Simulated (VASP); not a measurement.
# HfSiO4: single point with PBE

The system is HfSiO4.

```
Hf Si O
1.0
    -3.32245    3.32245    3.00747
     3.32245   -3.32245    3.00747
     3.32245    3.32245   -3.00747
Hf Si O
2 2 8
Cartesian
  0.0000 0.0000 0.0000
  0.0000 3.3225 1.5037
  3.3225 0.0000 1.5037
  0.0000 0.0000 3.0075
  3.3225 2.0984 -1.0891
  4.5465 0.0000 0.4147
  2.0984 0.0000 0.4147
  0.0000 1.2241 1.9184
  2.0984 3.3225 1.0891
  3.3225 1.2241 2.5928
  3.3225 -1.2241 2.5928
  1.2241 0.0000 4.0965
```

```yaml
Program: VASP 6.6.1
Task: single point
Functional: PBE
Potentials_or_basis: VASP PAW PBE potentials, release 64 (Hf_pv, Si, O)
Cutoff: 520 eV
k_mesh: 6 × 6 × 6
Occupations: gaussian, width 0.02 eV
Spin: no spin polarisation
Dipole_correction: no
Further_INCAR_settings: ALGO = Normal; EDIFF = 1e-06; NBANDS = 50
```

| Quantity | Value |
| --- | --- |
| Pressure | -1.6 GPa |
| Largest force | 0.183 eV/Å |
| Band gap on the k mesh | 5.27 eV, indirect (least direct gap 5.60 eV) |

Forces in eV/Å, atoms in the order of the input:
```
Hf   0.000  0.000  0.000
Hf   0.000  0.000  0.000
Si   0.000  0.000  0.000
Si   0.000  0.000  0.000
O    0.000 -0.126 -0.133
O    0.126  0.000 -0.133
O   -0.126  0.000 -0.133
O    0.000  0.126 -0.133
O   -0.126  0.000  0.133
O    0.000  0.126  0.133
O    0.000 -0.126  0.133
O    0.126  0.000  0.133
```

Stress tensor (GPa, compression positive):
```
-1.69  0.00  0.00
 0.00 -1.69  0.00
 0.00  0.00 -1.40
```

Levels at points of the mesh, in eV from the valence-band top:
| k point | band 34 | band 35 | band 36 | band 37 | band 38 | band 39 | band 40 | band 41 | band 42 | band 43 |
| --- | --- | --- | --- | --- | --- | --- | --- | --- | --- | --- |
| (0.00, 0.00, 0.00) | -0.69 | -0.60 | -0.60 | -0.53 | 0.00 | 5.60 | 5.91 | 5.96 | 6.04 | 6.04 |
| (0.50, 0.00, 0.00) | -1.11 | -0.95 | -0.80 | -0.24 | -0.22 | 5.50 | 5.66 | 6.39 | 6.54 | 6.66 |
| (0.50, 0.50, 0.00) | -0.97 | -0.89 | -0.89 | -0.58 | -0.58 | 5.28 | 5.28 | 6.35 | 6.35 | 6.35 |
| (0.50, 0.50, 0.50) | -1.29 | -1.07 | -1.07 | -0.89 | -0.89 | 6.06 | 6.06 | 6.38 | 6.38 | 6.53 |

Wall time 3 min on 1 thread of Intel(R) Xeon(R) Platinum 8375C CPU @ 2.90GHz (Ice Lake), on a shared host, peak memory 0.35 GiB.

Caveat: spin-orbit coupling is left out, which moves the levels of the heavy elements. A k mesh can miss the band edges.
